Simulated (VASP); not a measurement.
# HfB (Fm-3m) in VASP: further runs, part 2 of 2

VASP 6.6.1.

## Step 4: Single point, PBE

This run uses another cell than the first one, of 13.88 Å³/atom, 1.061 times its volume.

INCAR

```
SYSTEM = HfB
  ALGO = Normal
  EDIFF = 1E-7
  ENCUT = 520
  GGA = PE
  ISIF = 2
  ISMEAR = 0
  LASPH = .True.
  LCHARG = .False.
  LREAL = .False.
  LWAVE = .False.
  NBANDS = 14
  NELM = 100
  PREC = Accurate
  SIGMA = 0.1
```

KPOINTS

```
k-points
0
Gamma
  16 16 16
  0 0 0
```

POSCAR

```
HfB
1.0
    0.0000000000      2.4032356448      2.4032356448
    2.4032356448      0.0000000000      2.4032356448
    2.4032356448      2.4032356448      0.0000000000
Hf B
1 1
Direct
    0.5000000000      0.5000000000      0.5000000000
    0.0000000000      0.0000000000      0.0000000000
```

Potentials or basis: VASP PAW PBE potentials, release 64 (Hf_pv, B).

Run with:

```sh
$ cat potpaw_PBE.64/Hf_pv/POTCAR potpaw_PBE.64/B/POTCAR > POTCAR
$ mpirun -np 1 vasp_std > vasp.out
```

OUTCAR:

```text
SYSTEM = HfB
   EDIFF = 1E-7
   ENCUT = 520
   GGA = PE
   ISIF = 2
   ISMEAR = 0
   LASPH = .True.
   LREAL = .False.
   NELM = 100
   PREC = Accurate

 ion  position               nearest neighbor table
   1  0.500  0.500  0.500-   2 2.40   2 2.40   2 2.40   2 2.40   2 2.40   2 2.40
   2  0.000  0.000  0.000-   1 2.40   1 2.40   1 2.40   1 2.40   1 2.40   1 2.40

  LATTYP: Found a face centered cubic cell.
 ALAT       =     4.8064712896

  Lattice vectors:

 A1 = (   0.0000000000,   2.4032356448,   2.4032356448)
 A2 = (   2.4032356448,   0.0000000000,   2.4032356448)
 A3 = (   2.4032356448,   2.4032356448,   0.0000000000)

Analysis of symmetry for initial positions (statically):
=====================================================================
 Subroutine PRICEL returns:
 Original cell was already a primitive cell.

 Routine SETGRP: Setting up the symmetry group for a
 face centered cubic supercell.

 Subroutine GETGRP returns: Found 48 space group operations
 (whereof 48 operations were pure point group operations)
 out of a pool of 48 trial point group operations.

The static configuration has the point symmetry O_h .

Analysis of symmetry for dynamics (positions and initial velocities):
=====================================================================
 Subroutine PRICEL returns:
 Original cell was already a primitive cell.

 Routine SETGRP: Setting up the symmetry group for a
 face centered cubic supercell.

 Subroutine GETGRP returns: Found 48 space group operations
 (whereof 48 operations were pure point group operations)
 out of a pool of 48 trial point group operations.

The dynamic configuration has the point symmetry O_h .

 Subroutine INISYM returns: Found 48 space group operations
 (whereof 48 operations are pure point group operations),
 and found     1 'primitive' translations

----------------------------------------------------------------------------------------

[... 116 lines left out ...]
   LORBIT       =      0    0 simple, 1 ext, 2 COOP (PROOUT), +10 PAW based schemes
   GGA     = PE    functional components
   LHFCALC =     F    Hartree Fock is set to
   AEXX    =    0.0000 exact exchange contribution
   IVDW    =     0    specifies the selected vdW correction
   LEPSILON=     F    determine dielectric tensor
   LRPA    =     F    only Hartree local field effects (RPA)
 non-spin polarized calculation
 Gauss-broadening in eV      SIGMA  =   0.10
  energy-cutoff  :      520.00
  volume of cell :       27.76
 maximum number of plane-waves:       758
 NGX is ok and might be reduce to    28
   NGX = 13   NGY = 13   NGZ = 13

 number of electron      13.0000000 magnetization

 Free energy of the ion-electron system (eV)
  ---------------------------------------------------
  ext. energy  EPLUGINS =         0.00000000
  ---------------------------------------------------
  free energy    TOTEN  =       -17.46056582 eV

  energy without entropy =      -17.45617529  energy(sigma->0) =      -17.45837055

 E-fermi :   4.3910     XC(G=0): -11.7467

 val. band max:        4.3909399381   @ k =   0.3125   0.2500   0.0625
 cond. band min:       4.3921674868   @ k =  -0.3750   0.3750   0.0625
 fundamental gap:      0.0012275487
 Fermi energy:         4.3909925173

 k-point     1 :       0.0000    0.0000    0.0000
  band No.  band energies     occupation
      1     -24.5398      2.00000
      2     -24.5398      2.00000
      3     -24.5398      2.00000
      4      -4.7922      2.00000
      5       6.4593      0.00000
      6       6.4593      0.00000
      7       6.4593      0.00000
      8       8.0071      0.00000
      9       8.0071      0.00000
     10       8.0071      0.00000
     11       8.1661      0.00000
     12       8.1661      0.00000
     13      15.6076      0.00000
     14      15.6367      0.00000
[... 377 lines left out ...]
      1     -24.5843      2.00000
      2     -24.5528      2.00000
      3     -24.5416      2.00000
      4      -4.5340      2.00000
      5       5.7639      0.00000
      6       5.8105      0.00000
      7       6.2091      0.00000
      8       6.6071      0.00000
      9       7.5808      0.00000
     10       8.5677      0.00000
     11       9.3833      0.00000
     12      10.3762      0.00000
     13      16.0060      0.00000
     14      16.2593      0.00000

 [... further k-points ...]
[... 5 lines left out ...]
  --------------------------------------------------------------------------------------
  -------------------------------------------------------------------------------------
  Total        0.5471687      0.5471687      0.5471687      0.0000000      0.0000000     -0.0000000
  in kB       31.5800489     31.5800489     31.5800489      0.0000000      0.0000000     -0.0000000
  external PRESSURE =      31.5800489 kB  Pullay stress =       0.0000000 kB

 VOLUME and BASIS-vectors are now :
 -----------------------------------------------------------------------------
  energy-cutoff  :      520.00
  volume of cell :       27.76
      direct lattice vectors                 reciprocal lattice vectors
     0.000000000  2.403235645  2.403235645    -0.208052840  0.208052840  0.208052840
     2.403235645  0.000000000  2.403235645     0.208052840 -0.208052840  0.208052840
     2.403235645  2.403235645  0.000000000     0.208052840  0.208052840 -0.208052840

 POSITION                                       TOTAL-FORCE (eV/Angst)
 -----------------------------------------------------------------------------------
      2.40324      2.40324      2.40324         0.000000     -0.000000      0.000000
      0.00000      0.00000      0.00000        -0.000000      0.000000     -0.000000
 -----------------------------------------------------------------------------------
    total drift:                                0.000000      0.000000      0.000000

  FREE ENERGIE OF THE ION-ELECTRON SYSTEM (eV)
  ---------------------------------------------------
  free  energy   TOTEN  =       -17.4605658156 eV

  energy  without entropy=      -17.4561752920  energy(sigma->0) =      -17.45837055
```

Run time: 56 s. Hardware: 1 thread of Intel Xeon Platinum 8375C at 2.90GHz (Ice Lake), shared host; peak memory 0.2 GiB.

Results:

```yaml
Free_energy: -17.4606 eV
Pressure: 3.2 GPa
```

Caveat: spin-orbit coupling is left out, which moves the levels of the heavy elements.

## Step 5: Single point, PBE

This run uses another cell than the first one, of 14.38 Å³/atom, 1.100 times its volume.

INCAR

```
SYSTEM = HfB
PREC     = Accurate       ! precision mode
ENCUT    = 520            ! plane-wave cutoff, eV
EDIFF    = 1E-7           ! SCF threshold, eV
ISMEAR   = 0              ! smearing method
SIGMA    = 0.1            ! smearing width, eV
LREAL    = .False.        ! projectors in reciprocal space
LASPH    = .True.         ! aspherical terms in the spheres
NELM     = 60             ! most SCF steps
ALGO     = Normal         ! electronic algorithm
ISIF     = 2              ! what is computed and relaxed
LWAVE    = .False.        ! write WAVECAR
LCHARG   = .False.        ! write CHGCAR
GGA      = PE             ! functional
NBANDS   = 14             ! bands
```

KPOINTS

```
Automatic mesh
0
Gamma
  16 16 16
  0 0 0
```

POSCAR

```
HfB
1.0
    0.0000000000      2.4318379393      2.4318379393
    2.4318379393      0.0000000000      2.4318379393
    2.4318379393      2.4318379393      0.0000000000
Hf B
1 1
Direct
    0.5000000000      0.5000000000      0.5000000000
    0.0000000000      0.0000000000      0.0000000000
```

Potentials or basis: VASP PAW PBE potentials, release 64 (Hf_pv, B).

Run with:

```sh
$ cat potpaw_PBE.64/Hf_pv/POTCAR potpaw_PBE.64/B/POTCAR > POTCAR
$ mpirun -np 1 vasp_std > vasp.out
```

OUTCAR:

```text
SYSTEM = HfB
   PREC = Accurate
   ENCUT = 520
   EDIFF = 1E-7
   ISMEAR = 0
   LREAL = .False.
   LASPH = .True.
   NELM = 60
   ISIF = 2
   GGA = PE

 ion  position               nearest neighbor table
   1  0.500  0.500  0.500-   2 2.43   2 2.43   2 2.43   2 2.43   2 2.43   2 2.43
   2  0.000  0.000  0.000-   1 2.43   1 2.43   1 2.43   1 2.43   1 2.43   1 2.43

  LATTYP: Found a face centered cubic cell.
 ALAT       =     4.8636758786

  Lattice vectors:

 A1 = (   0.0000000000,   2.4318379393,   2.4318379393)
 A2 = (   2.4318379393,   0.0000000000,   2.4318379393)
 A3 = (   2.4318379393,   2.4318379393,   0.0000000000)

Analysis of symmetry for initial positions (statically):
=====================================================================
 Subroutine PRICEL returns:
 Original cell was already a primitive cell.

 Routine SETGRP: Setting up the symmetry group for a
 face centered cubic supercell.

 Subroutine GETGRP returns: Found 48 space group operations
 (whereof 48 operations were pure point group operations)
 out of a pool of 48 trial point group operations.

The static configuration has the point symmetry O_h .

Analysis of symmetry for dynamics (positions and initial velocities):
[... 166 lines left out ...]

 k-point     1 :       0.0000    0.0000    0.0000
  band No.  band energies     occupation
      1     -24.9362      2.00000
      2     -24.9362      2.00000
      3     -24.9362      2.00000
      4      -4.8794      2.00000
      5       6.2054      0.00000
      6       6.2054      0.00000
      7       6.2054      0.00000
      8       7.7008      0.00000
      9       7.7008      0.00000
     10       7.7008      0.00000
     11       7.8243      0.00000
     12       7.8243      0.00000
     13      14.9245      0.00000
     14      15.2634      0.00000
[... 377 lines left out ...]
      1     -24.9747      2.00000
      2     -24.9475      2.00000
      3     -24.9378      2.00000
      4      -4.6320      2.00000
      5       5.5310      0.00000
      6       5.5651      0.00000
      7       5.9518      0.00000
      8       6.3475      0.00000
      9       7.2744      0.00000
     10       8.2450      0.00000
     11       9.0034      0.00000
     12       9.9694      0.00000
     13      15.3032      0.00000
     14      15.8837      0.00000

 [... further k-points ...]
[... 5 lines left out ...]
  --------------------------------------------------------------------------------------
  -------------------------------------------------------------------------------------
  Total       -0.5352127     -0.5352127     -0.5352127     -0.0000000      0.0000000     -0.0000000
  in kB      -29.8128255    -29.8128255    -29.8128255     -0.0000000      0.0000000     -0.0000000
  external PRESSURE =     -29.8128255 kB  Pullay stress =       0.0000000 kB

 VOLUME and BASIS-vectors are now :
 -----------------------------------------------------------------------------
  energy-cutoff  :      520.00
  volume of cell :       28.76
      direct lattice vectors                 reciprocal lattice vectors
     0.000000000  2.431837939  2.431837939    -0.205605806  0.205605806  0.205605806
     2.431837939  0.000000000  2.431837939     0.205605806 -0.205605806  0.205605806
     2.431837939  2.431837939  0.000000000     0.205605806  0.205605806 -0.205605806

 POSITION                                       TOTAL-FORCE (eV/Angst)
 -----------------------------------------------------------------------------------
      2.43184      2.43184      2.43184        -0.000000      0.000000      0.000000
      0.00000      0.00000      0.00000         0.000000     -0.000000     -0.000000
 -----------------------------------------------------------------------------------
    total drift:                                0.000000      0.000000      0.000000

  FREE ENERGIE OF THE ION-ELECTRON SYSTEM (eV)
  ---------------------------------------------------
  free  energy   TOTEN  =       -17.4608647463 eV

  energy  without entropy=      -17.4563072547  energy(sigma->0) =      -17.45858600
```

OSZICAR:

```text
N       E                     dE             d eps       ncg     rms          rms(c)
DAV:   1     0.208597301045E+02    0.20860E+02   -0.69039E+03  4068   0.855E+02
DAV:   2    -0.181519978802E+02   -0.39012E+02   -0.37085E+02  5094   0.188E+02
DAV:   3    -0.192182439713E+02   -0.10662E+01   -0.10590E+01  5204   0.211E+01
DAV:   4    -0.192227057705E+02   -0.44618E-02   -0.44616E-02  4540   0.171E+00
DAV:   5    -0.192227338857E+02   -0.28115E-04   -0.28115E-04  5266   0.122E-01    0.521E+01
DAV:   6    -0.175066922032E+02    0.17160E+01   -0.29771E+00  4696   0.102E+01    0.337E+01
DAV:   7    -0.174806048472E+02    0.26087E-01   -0.61485E-01  5158   0.501E+00    0.111E+01
DAV:   8    -0.174610464296E+02    0.19558E-01   -0.59307E-02  4608   0.144E+00    0.120E+00
DAV:   9    -0.174608517718E+02    0.19466E-03   -0.35738E-03  5206   0.407E-01    0.312E-01
DAV:  10    -0.174608653200E+02   -0.13548E-04   -0.96676E-05  4888   0.722E-02    0.230E-02
DAV:  11    -0.174608660217E+02   -0.70173E-06   -0.32408E-06  4996   0.130E-02    0.435E-02
DAV:  12    -0.174608646843E+02    0.13373E-05   -0.17908E-06  4816   0.101E-02    0.465E-03
DAV:  13    -0.174608647463E+02   -0.61926E-07   -0.50985E-08  3446   0.192E-03
   1 F= -.17460865E+02 E0= -.17458586E+02  d E =-.455749E-02
```

stdout:

```text
POSCAR found type information on POSCAR HfB
 POSCAR found :  2 types and       2 ions
 scaLAPACK will be used
 LDA part: xc-table for (Slater+PW92), standard interpolation
 POSCAR, INCAR and KPOINTS ok, starting setup
 FFT: planning ... GRIDC
 FFT: planning ... GRID_SOFT
 FFT: planning ... GRID
 WAVECAR not read
 entering main loop
```

Run time: 62 s. Hardware: 1 thread of Intel Xeon Platinum 8375C at 2.90GHz (Ice Lake), shared host; peak memory 0.19 GiB.

What came out:

```
Free energy : -17.4609 eV
Pressure    : -3.0 GPa
```

Levels at points of the mesh, in eV from the Fermi level:
```
           k point  band 5  band 6  band 7  band 8  band 9  band 10
(0.00, 0.00, 0.00)    2.02    2.02    2.02    3.52    3.52     3.52
(0.50, 0.00, 0.00)   -4.53   -1.12   -1.12    5.53    5.53     6.33
(0.50, 0.50, 0.00)   -1.28   -0.74    1.88    1.88    5.28     6.62
```

Caveat: spin-orbit coupling is left out, which moves the levels of the heavy elements.

## Step 6: Summary

```csv
cell,gap on the mesh (eV),pressure (GPa)
"a = 3.332 Å, angles 60.0°, 2 atoms",none,15.5
"a = 3.369 Å, angles 60.0°, 2 atoms",none,8.3
"a = 3.399 Å, angles 60.0°, 2 atoms",none,3.2
"a = 3.439 Å, angles 60.0°, 2 atoms",none,-3.0
```

Alike in all rows: task single point; level PBE; potentials or basis VASP PAW PBE potentials, release 64 (Hf_pv, B); no spin polarisation; k mesh 16 × 16 × 16; cutoff (eV) 520; smearing gaussian 0.1 eV.

Caveats: spin-orbit coupling is left out, which moves the levels of the heavy elements.

Absolute energies hang on the potentials; compare differences alone.
